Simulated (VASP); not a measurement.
# CoO (Fm-3m) in VASP: notebook, part 2 of 2

VASP 6.6.1.

**3. Single point, PBE+U, collinear spin, ferromagnetic start**

This run uses another cell than the first one, of 10.02 Å³/atom.

Contents of INCAR:

```
ALGO = Normal
EDIFF = 1E-6
ENCUT = 700
GGA = PE
GGA_COMPAT = False
ISIF = 2
ISMEAR = -1
ISPIN = 2
LASPH = True
LCHARG = False
LDAU = True
LDAUJ = 0 0
LDAUL = 2 -1
LDAUPRINT = 1
LDAUTYPE = 2
LDAUU = 2 0
LMAXMIX = 4
LORBIT = 11
LREAL = False
LWAVE = False
MAGMOM = 2.5 0
NBANDS = 22
NELM = 200
PREC = Accurate
SIGMA = 0.05
```

Contents of KPOINTS:

```
k-points
0
Gamma
  7 7 7
```

Contents of POSCAR:

```
CoO
1.0
    0.0000000000      2.1556072390      2.1556072390
    2.1556072390      0.0000000000      2.1556072390
    2.1556072390      2.1556072390      0.0000000000
Co O
1 1
Direct
    0.0000000000      0.0000000000      0.0000000000
    0.5000000000      0.5000000000      0.5000000000
```

Potentials or basis: VASP PAW PBE potentials, release 64 (Co_sv, O).

Run with:

```
$ cat potpaw_PBE.64/Co_sv/POTCAR potpaw_PBE.64/O/POTCAR > POTCAR
$ mpirun -np 1 vasp_std > vasp.out
```

OUTCAR:

```text
EDIFF = 1E-6
   ENCUT = 700
   GGA = PE
   ISIF = 2
   ISMEAR = -1
   ISPIN = 2
   LASPH = True
   LORBIT = 11
   LREAL = False
   NELM = 200
   PREC = Accurate

 ion  position               nearest neighbor table
   1  0.000  0.000  0.000-   2 2.16   2 2.16   2 2.16   2 2.16   2 2.16   2 2.16
   2  0.500  0.500  0.500-   1 2.16   1 2.16   1 2.16   1 2.16   1 2.16   1 2.16

  LATTYP: Found a face centered cubic cell.
 ALAT       =     4.3112144780

  Lattice vectors:

 A1 = (   0.0000000000,   2.1556072390,   2.1556072390)
 A2 = (   2.1556072390,   0.0000000000,   2.1556072390)
 A3 = (   2.1556072390,   2.1556072390,   0.0000000000)

Analysis of symmetry for initial positions (statically):
=====================================================================
 Subroutine PRICEL returns:
 Original cell was already a primitive cell.

 Routine SETGRP: Setting up the symmetry group for a
 face centered cubic supercell.

[... 728 lines left out ...]
      3     -48.7552      1.00000
      4     -48.7552      1.00000
      5     -10.9453      1.00000
      6       6.0216      1.00000
[... 489 lines left out ...]
     21      37.8743      0.00000
     22      38.5182      0.00000

------------------------ aborting loop because EDIFF is reached ----------------------------------------

  FORCE on cell =-STRESS in cart. coord.  units (eV):
  Direction    XX          YY          ZZ          XY          YZ          ZX
  --------------------------------------------------------------------------------------
  -------------------------------------------------------------------------------------
  Total       -0.9100817     -0.9100817     -0.9100817      0.0000000      0.0000000     -0.0000000
  in kB      -72.7867092    -72.7867092    -72.7867092      0.0000000      0.0000000     -0.0000000
  external PRESSURE =     -72.7867092 kB  Pullay stress =       0.0000000 kB

 VOLUME and BASIS-vectors are now :
 -----------------------------------------------------------------------------
  energy-cutoff  :      700.00
  volume of cell :       20.03
      direct lattice vectors                 reciprocal lattice vectors
     0.000000000  2.155607239  2.155607239    -0.231953201  0.231953201  0.231953201
     2.155607239  0.000000000  2.155607239     0.231953201 -0.231953201  0.231953201
     2.155607239  2.155607239  0.000000000     0.231953201  0.231953201 -0.231953201

 POSITION                                       TOTAL-FORCE (eV/Angst)
 -----------------------------------------------------------------------------------
      0.00000      0.00000      0.00000         0.000000     -0.000000     -0.000000
      2.15561      2.15561      2.15561        -0.000000      0.000000      0.000000
 -----------------------------------------------------------------------------------
    total drift:                                0.000000      0.000000      0.000000

  FREE ENERGIE OF THE ION-ELECTRON SYSTEM (eV)
  ---------------------------------------------------
  free  energy   TOTEN  =       -11.8486417913 eV

  energy  without entropy=      -11.8140739074  energy(sigma->0) =      -11.83135785

 total charge

# of ion       s       p       d       tot
------------------------------------------
    1        2.140   6.058   6.658  14.856
    2        1.549   3.430   0.000   4.979
--------------------------------------------------
tot          3.688   9.489   6.658  19.835

 magnetization (x)

# of ion       s       p       d       tot
------------------------------------------
    1        0.013   0.010   2.624   2.648
    2        0.026   0.245   0.000   0.270
--------------------------------------------------
tot          0.039   0.255   2.624   2.918
```

stdout:

```text
POSCAR found type information on POSCAR CoO
 POSCAR found :  2 types and       2 ions
 scaLAPACK will be used
 LDA part: xc-table for (Slater+PW92), standard interpolation
 POSCAR, INCAR and KPOINTS ok, starting setup
 FFT: planning ... GRIDC
 FFT: planning ... GRID_SOFT
 FFT: planning ... GRID
 WAVECAR not read
 entering main loop
```

Wall time 25 s (1 thread of Intel Xeon Platinum 8488C (Sapphire Rapids), shared host); peak memory 0.17 GiB.

What came out:

```
Free energy                                           : -11.8486 eV
Pressure                                              : -7.3 GPa
Band gap on the k mesh                                : zero (filled and empty bands overlap)
Net moment                                            : 3.00 μB per cell
Site moments                                          : Co +2.65; O +0.27 μB
Valence electrons inside the program's atomic spheres : Co 14.86; O 4.98
```

Levels at points of the mesh, in eV from the Fermi level:
Spin up:
| k point | band 11 | band 12 | band 13 | band 14 | band 15 | band 16 |
| --- | --- | --- | --- | --- | --- | --- |
| (0.00, 0.00, 0.00) | -2.68 | -2.68 | -2.68 | 0.99 | 16.87 | 17.74 |
Spin down:
| k point | band 7 | band 8 | band 9 | band 10 | band 11 | band 12 | band 13 | band 14 |
| --- | --- | --- | --- | --- | --- | --- | --- | --- |
| (0.00, 0.00, 0.00) | -2.18 | -2.18 | -1.04 | -1.04 | -1.04 | 1.07 | 1.07 | 1.50 |

Eigenvalues of the final occupation matrices:
| site | spin | trace | eigenvalues |
| --- | --- | --- | --- |
| site 1 d | 1 | 4.66 | 0.92 0.92 0.92 0.95 0.95 |
| site 1 d | 2 | 2.03 | 0.11 0.11 0.60 0.60 0.60 |

Caveat: the k points lie up to 0.36 Å⁻¹ apart, too coarse for converged energies and pressures of a metal; a cell with one magnetic atom can't hold antiferromagnetic order, which such compounds often take. The state reached can hang on the start; a lower one may exist.
